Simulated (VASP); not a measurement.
# SiO2 (I-42d) in VASP: further runs

Runs on SiO2. Level: r2SCAN. Tasks: single point.

Program: VASP 6.6.1. These are calculated values, not measurements. Logs are shortened: lines on timing, memory, paths and dates and some standing lists are left out, and cuts for length are marked.

**1. The cell of the first run**

The structure is tetragonal, space group I-42d (No. 122). Conventional cell: a = 4.748 Å, b = 4.748 Å, c = 7.488 Å, α = 90.00°, β = 90.00°, γ = 90.00°. Within 2.2 Å of Si (site symmetry -4) lie 4 O at 1.62 Å. O (site symmetry 2) has 2 Si at 1.62 Å within 2.2 Å.

**2. Single point, r2SCAN**

POSCAR reads:

```
SiO2
1.0
   -2.3740500000      2.3740500000      3.7440000000
    2.3740500000     -2.3740500000      3.7440000000
    2.3740500000      2.3740500000     -3.7440000000
Si O
2 4
Direct
    0.0000000000      0.0000000000      0.0000000000
    0.7500000000      0.2500000000      0.5000000000
    0.9983800000      0.6250000000      0.8733800000
    0.3750000000      0.2483800000      0.3733800000
    0.7516200000      0.1250000000      0.1266200000
    0.8750000000      0.0016200000      0.6266200000
```

INCAR.step1 reads:

```
PREC = Accurate
ENCUT = 520
ISMEAR = -1
SIGMA = 3.35
LREAL = F
LASPH = T
NELM = 80
NBANDS = 25
GGA = PE
ALGO = Normal
EDIFF = 1E-4
LWAVE = T
LCHARG = F
```

INCAR.step2 reads:

```
PREC = Accurate
ENCUT = 520
EDIFF = 1E-6
ISMEAR = -1
SIGMA = 3.35
LREAL = F
LASPH = T
NELM = 80
ALGO = Normal
ISIF = 2
LWAVE = F
LCHARG = T
METAGGA = R2SCAN
LMIXTAU = T
LELF = T
LVHAR = T
NBANDS = 25
ISTART = 1
```

KPOINTS reads:

```
Automatic mesh
0
Gamma
  8 8 8
```

Potentials or basis: VASP PAW PBE potentials, release 64 (Si, O).

On the command line:

```console
$ cat potpaw_PBE.64/Si/POTCAR potpaw_PBE.64/O/POTCAR > POTCAR
$ cp INCAR.step1 INCAR
$ mpirun -np 1 vasp_std > vasp.out
$ cp INCAR.step2 INCAR
$ mpirun -np 1 vasp_std > vasp.out
```

OUTCAR:

```text
PREC = Accurate
   ENCUT = 520
   EDIFF = 1E-6
   ISMEAR = -1
   LREAL = F
   LASPH = T
   NELM = 80
   ISIF = 2
   METAGGA = R2SCAN
   ISTART = 1

 ion  position               nearest neighbor table
   1  0.000  0.000  0.000-   3 1.62   4 1.62   5 1.62   6 1.62   2 3.02   2 3.02   2 3.02   2 3.02

   2  0.750  0.250  0.500-   3 1.62   4 1.62   5 1.62   6 1.62   1 3.02   1 3.02   1 3.02   1 3.02

   3  0.998  0.625  0.873-   1 1.62   2 1.62
   4  0.375  0.248  0.373-   1 1.62   2 1.62
   5  0.752  0.125  0.127-   1 1.62   2 1.62
   6  0.875  0.002  0.627-   1 1.62   2 1.62

  LATTYP: Found a body centered tetragonal cell.
 ALAT       =     4.7481000000
 C/A-ratio  =     1.5770518734

  Lattice vectors:

 A1 = (  -2.3740500000,   2.3740500000,   3.7440000000)
 A2 = (   2.3740500000,  -2.3740500000,   3.7440000000)
 A3 = (   2.3740500000,   2.3740500000,  -3.7440000000)

Analysis of symmetry for initial positions (statically):
=====================================================================
 Subroutine PRICEL returns:
 Original cell was already a primitive cell.

 Routine SETGRP: Setting up the symmetry group for a
 body centered tetragonal supercell.

 Subroutine GETGRP returns: Found  8 space group operations
 (whereof  4 operations were pure point group operations)
 out of a pool of 16 trial point group operations.

The static configuration has the point symmetry S_4 .
 The point group associated with its full space group is D_2d.

Analysis of symmetry for dynamics (positions and initial velocities):
=====================================================================
 Subroutine PRICEL returns:
 Original cell was already a primitive cell.

 Routine SETGRP: Setting up the symmetry group for a
 body centered tetragonal supercell.

 Subroutine GETGRP returns: Found  8 space group operations
 (whereof  4 operations were pure point group operations)
 out of a pool of 16 trial point group operations.

The dynamic configuration has the point symmetry S_4 .
 The point group associated with its full space group is D_2d.

 Subroutine INISYM returns: Found  8 space group operations
 (whereof  4 operations are pure point group operations),
 and found     1 'primitive' translations

----------------------------------------------------------------------------------------

                                     Primitive cell

  volume of cell :      84.4064

  direct lattice vectors                    reciprocal lattice vectors
    -2.374050000  2.374050000  3.744000000     0.000000000  0.210610560  0.133547009
     2.374050000 -2.374050000  3.744000000     0.210610560  0.000000000  0.133547009
     2.374050000  2.374050000 -3.744000000     0.210610560  0.210610560  0.000000000

  length of vectors
     5.028892801  5.028892801  5.028892801     0.249382460  0.249382460  0.297848310

  position of ions in fractional coordinates (direct lattice)
     0.000000000  0.000000000  0.000000000
     0.750000000  0.250000000  0.500000000
     0.998380000  0.625000000  0.873380000
     0.375000000  0.248380000  0.373380000
     0.751620000  0.125000000  0.126620000
     0.875000000  0.001620000  0.626620000

  ion indices of the primitive-cell ions
   primitive index   ion index
                 1           1
                 2           2
                 3           3
                 4           4
                 5           5
                 6           6

----------------------------------------------------------------------------------------

 KPOINTS: Automatic mesh

Automatic generation of k-mesh.
 Grid dimensions read from file:
 generate k-points for:    8    8    8

 Generating k-lattice:

  Cartesian coordinates                     Fractional coordinates (reciprocal lattice)
     0.000000000  0.026326320  0.016693376     0.125000000 -0.000000000  0.000000000
     0.026326320  0.000000000  0.016693376    -0.000000000  0.125000000  0.000000000
     0.026326320  0.026326320  0.000000000     0.000000000  0.000000000  0.125000000

  Length of vectors
     0.031172808  0.031172808  0.037231039

  Shift w.r.t. Gamma in fractional coordinates (k-lattice)
     0.000000000  0.000000000  0.000000000

 Subroutine IBZKPT returns following result:
 ===========================================

 Found     59 irreducible k-points:

 Following reciprocal coordinates:
            Coordinates               Weight
  0.000000  0.000000  0.000000      1.000000
  0.125000  0.000000  0.000000      8.000000
  0.250000  0.000000  0.000000      8.000000
  0.375000  0.000000  0.000000      8.000000
  0.500000  0.000000  0.000000      4.000000
  0.125000  0.125000  0.000000      8.000000
[... 16 lines left out ...]
  0.250000  0.125000  0.125000     16.000000
  0.375000  0.125000  0.125000      8.000000
 [... further k-points ...]
   k-points           NKPTS =     59   k-points in BZ     NKDIM =     59   number of bands    NBANDS=     25
   number of dos      NEDOS =    301   number of ions     NIONS =      6
   total plane-waves  NPLWV =  64000
   dimension x,y,z NGX =    40 NGY =   40 NGZ =   40
   dimension x,y,z NGXF=    80 NGYF=   80 NGZF=   80
   ions per type =               2   4
   NGX,Y,Z   is equivalent  to a cutoff of  13.22, 13.22, 13.22 a.u.
   NGXF,Y,Z  is equivalent  to a cutoff of  26.45, 26.45, 26.45 a.u.
 SYSTEM =  unknown system
   PREC   = accura    normal or accurate (medium, high low for compatibility)
   ISTART =      1    job   : 0-new  1-cont  2-samecut
   ICHARG =      0    charge: 1-file 2-atom 10-const
   ISPIN  =      1    spin polarized calculation?
   LNONCOLLINEAR =      F non collinear calculations
   LSORBIT =      F    spin-orbit coupling
   LASPH  =      T    aspherical Exc in radial PAW
   ENCUT  =  520.0 eV  38.22 Ry    6.18 a.u.   9.35  9.35  9.35*2*pi/ulx,y,z
   NELM   =     80;   NELMIN=  2; NELMDL=  0     # of ELM steps
   EDIFF  = 0.1E-05   stopping-criterion for ELM
   LREAL  =      F    real-space projection
   EDIFFG = 0.1E-04   stopping-criterion for IOM
   NSW    =      0    number of steps for IOM
   IBRION =     -1    ionic relax: 0-MD 1-quasi-New 2-CG
   NFREE  =      0    steps in history (QN), initial steepest desc. (CG)
   ISIF   =      2    stress and relaxation
   ISYM   =      2    0-nonsym 1-usesym 2-fastsym
   POTIM  = 0.5000    time-step for ionic-motion
   TEBEG  =    0.0;   TEEND  =   0.0 temperature during run
   PSTRESS=    0.0 pullay stress
   NELECT =      32.0000    total number of electrons
   NUPDOWN=      -1.0000    fix difference up-down
   EMIN   =  10.00;   EMAX   =-10.00  energy-range for DOS
   EFERMI =   0.00;   METHOD = LEGACY
   ISMEAR =    -1;   SIGMA  =   3.35  broadening in eV -4-tet -1-fermi 0-gaus
   EFERMI_NEDOS =   21; number of points for ismear=-14 and -15
   IALGO  =     38    algorithm
   IMIX   =      4    mixing-type and parameters
     AMIX     =   0.40;   BMIX     =  1.00
     AMIX_MAG =   1.60;   BMIX_MAG =  1.00
  volume/ion in A,a.u.               =      14.07        94.93
  Fermi-wavevector in a.u.,A,eV,Ry     =   1.184858  2.239057 19.101062  1.403888
  Thomas-Fermi vector in A             =   2.321064
   LORBIT       =      0    0 simple, 1 ext, 2 COOP (PROOUT), +10 PAW based schemes
   METAGGA = R2SCAN    functional components
   LHFCALC =     F    Hartree Fock is set to
   AEXX    =    0.0000 exact exchange contribution
   IVDW    =     0    specifies the selected vdW correction
   LEPSILON=     F    determine dielectric tensor
   LRPA    =     F    only Hartree local field effects (RPA)
 non-spin polarized calculation
  energy-cutoff  :      520.00
  volume of cell :       84.41
 maximum number of plane-waves:      2317
 NGX is ok and might be reduce to    40
   NGX = 19   NGY = 19   NGZ = 19

 number of electron      32.0000012 magnetization

 Free energy of the ion-electron system (eV)
  ---------------------------------------------------
  ext. energy  EPLUGINS =         0.00000000
  ---------------------------------------------------
  free energy    TOTEN  =       -75.75376412 eV

  energy without entropy =      -30.76139465  energy(sigma->0) =      -53.25757938

 E-fermi :   3.7223     XC(G=0):  -9.4237

 val. band max:       -1.7865941386   @ k =   0.0000   0.0000   0.0000
 cond. band min:       5.3878902570   @ k =   0.0000   0.0000   0.0000
 fundamental gap:      7.1744843956
 Fermi energy:         3.7223042097

 k-point     1 :       0.0000    0.0000    0.0000
  band No.  band energies     occupation
      1     -21.7693      1.99901
      2     -19.8252      1.99823
      3     -19.8031      1.99822
      4     -19.8031      1.99822
      5     -10.3365      1.97035
      6      -6.9142      1.91977
[... 17 lines left out ...]
     24      13.4149      0.10497
     25      13.6457      0.09832

 k-point     2 :       0.1250    0.0000    0.0000
  band No.  band energies     occupation
      1     -21.7221      1.99899
      2     -19.8839      1.99826
      3     -19.8218      1.99823
      4     -19.8030      1.99822
      5     -10.2321      1.96943
      6      -6.9595      1.92081
[... 17 lines left out ...]
     24      13.1213      0.11404
     25      13.5896      0.09990

 k-point     3 :       0.2500    0.0000    0.0000
  band No.  band energies     occupation
      1     -21.5921      1.99896
      2     -20.0699      1.99835
      3     -19.8339      1.99823
      4     -19.8069      1.99822
      5      -9.9570      1.96686
      6      -7.1223      1.92442
[... 552 lines left out ...]
 k-point    23 :       0.2500    0.1250    0.1250
  band No.  band energies     occupation
      1     -21.2998      1.99886
      2     -20.4179      1.99852
      3     -19.8501      1.99824
      4     -19.8436      1.99824
      5      -9.3977      1.96095
      6      -7.7178      1.93634
[... 17 lines left out ...]
     24      12.5427      0.13410
     25      13.4585      0.10368

 k-point    24 :       0.3750    0.1250    0.1250
  band No.  band energies     occupation
      1     -21.1988      1.99883
      2     -20.5350      1.99857
      3     -19.8525      1.99824
      4     -19.8482      1.99824
      5      -9.2212      1.95888
      6      -7.8668      1.93902
[... 17 lines left out ...]
     24      12.7284      0.12732
     25      13.6515      0.09816

 [... further k-points ...]

------------------------ aborting loop because EDIFF is reached ----------------------------------------

  FORCE on cell =-STRESS in cart. coord.  units (eV):
  Direction    XX          YY          ZZ          XY          YZ          ZX
  --------------------------------------------------------------------------------------
  -------------------------------------------------------------------------------------
  Total       19.7727016     19.7727016     20.1782053      0.0000000      0.0000000      0.0000000
  in kB      375.3194241    375.3194241    383.0165707      0.0000000      0.0000000      0.0000000
  external PRESSURE =     377.8851396 kB  Pullay stress =       0.0000000 kB

 VOLUME and BASIS-vectors are now :
 -----------------------------------------------------------------------------
  energy-cutoff  :      520.00
  volume of cell :       84.41
      direct lattice vectors                 reciprocal lattice vectors
    -2.374050000  2.374050000  3.744000000     0.000000000  0.210610560  0.133547009
     2.374050000 -2.374050000  3.744000000     0.210610560  0.000000000  0.133547009
     2.374050000  2.374050000 -3.744000000     0.210610560  0.210610560  0.000000000

 POSITION                                       TOTAL-FORCE (eV/Angst)
 -----------------------------------------------------------------------------------
      0.00000      0.00000      0.00000         0.000000     -0.000000      0.000000
      0.00000      2.37405      1.87200         0.000000     -0.000000      0.000000
      1.18702      2.95987      2.80800         0.000000      2.278608     -0.000000
      0.58582      1.18702      0.93600         2.278608     -0.000000     -0.000000
     -1.18702      1.78823      2.80800         0.000000     -2.278608      0.000000
     -0.58582      3.56107      0.93600        -2.278608     -0.000000      0.000000
 -----------------------------------------------------------------------------------
    total drift:                                0.000015      0.000015     -0.000003

  FREE ENERGIE OF THE ION-ELECTRON SYSTEM (eV)
  ---------------------------------------------------
  free  energy   TOTEN  =       -75.7537641153 eV

  energy  without entropy=      -30.7613946456  energy(sigma->0) =      -53.25757938
```

It took 39 min on 1 thread of Intel Xeon 8259CL, shared host; peak memory 0.32 GiB.

What came out:

```
Free energy            : -75.7538 eV
Pressure               : 37.8 GPa
Largest force          : 2.279 eV/Å
Band gap on the k mesh : 7.17 eV
```

Forces in eV/Å, atoms in the order of the input:
```
Si   0.000  0.000  0.000
Si   0.000  0.000  0.000
O    0.000  2.279  0.000
O    2.279  0.000  0.000
O    0.000 -2.279  0.000
O   -2.279  0.000  0.000
```

Stress tensor (GPa, compression positive):
```
37.53  0.00  0.00
 0.00 37.53  0.00
 0.00  0.00 38.30
```

Caveat: the cell stands under pressure; the PAW data sets were made with another functional, which shifts forces and pressure a little.

**3. Single point, r2SCAN**

POSCAR is that of step 2.

INCAR.step1 reads:

```
  ALGO = Normal
  EDIFF = 1E-4
  ENCUT = 520
  GGA = PE
  ISMEAR = 0
  LASPH = True
  LCHARG = False
  LREAL = False
  LWAVE = True
  NBANDS = 25
  NELM = 100
  PREC = Accurate
  SIGMA = 0.02
```

INCAR.step2 reads:

```
  ALGO = Normal
  EDIFF = 1E-6
  ENCUT = 520
  ISIF = 2
  ISMEAR = 0
  ISTART = 1
  LASPH = True
  LCHARG = True
  LELF = True
  LMIXTAU = True
  LREAL = False
  LVHAR = True
  LWAVE = False
  METAGGA = R2SCAN
  NBANDS = 25
  NELM = 100
  PREC = Accurate
  SIGMA = 0.02
```

KPOINTS reads:

```
k-points
0
Gamma
  8 8 8
```

Potentials or basis: VASP PAW PBE potentials, release 64 (Si, O).

On the command line:

```console
$ cat potpaw_PBE.64/Si/POTCAR potpaw_PBE.64/O/POTCAR > POTCAR
$ cp INCAR.step1 INCAR
$ mpirun -np 1 vasp_std > vasp.out
$ cp INCAR.step2 INCAR
$ mpirun -np 1 vasp_std > vasp.out
```

Run time: 14 min. Hardware: 1 thread of Intel Xeon 8259CL, shared host; peak memory 0.3 GiB.

The run converged. Its results:

```
Free energy            : -59.5312 eV
Pressure               : -1.1 GPa
Largest force          : 0.187 eV/Å
Band gap on the k mesh : 6.69 eV
```

Forces on the atoms (eV/Å):
```
Si   0.000  0.000  0.000
Si   0.000  0.000  0.000
O    0.000 -0.187  0.000
O   -0.187  0.000  0.000
O    0.000  0.187  0.000
O    0.187  0.000  0.000
```

Stress tensor (GPa, compression positive):
```
-0.43  0.00  0.00
 0.00 -0.43  0.00
 0.00  0.00 -2.39
```

Levels at points of the mesh, in eV from the valence-band top:
| k point | band 14 | band 15 | band 16 | band 17 | band 18 | band 19 |
| --- | --- | --- | --- | --- | --- | --- |
| (0.00, 0.00, 0.00) | -1.04 | 0.00 | 0.00 | 6.69 | 9.51 | 12.32 |
| (0.50, 0.00, 0.00) | -0.69 | -0.29 | -0.18 | 9.22 | 9.93 | 10.85 |
| (0.50, 0.50, 0.00) | -0.76 | -0.24 | -0.24 | 10.27 | 10.27 | 11.12 |
| (0.50, 0.50, 0.50) | -1.52 | -0.11 | -0.11 | 9.77 | 9.77 | 10.55 |

Caveat: the PAW data sets were made with another functional, which shifts forces and pressure a little.
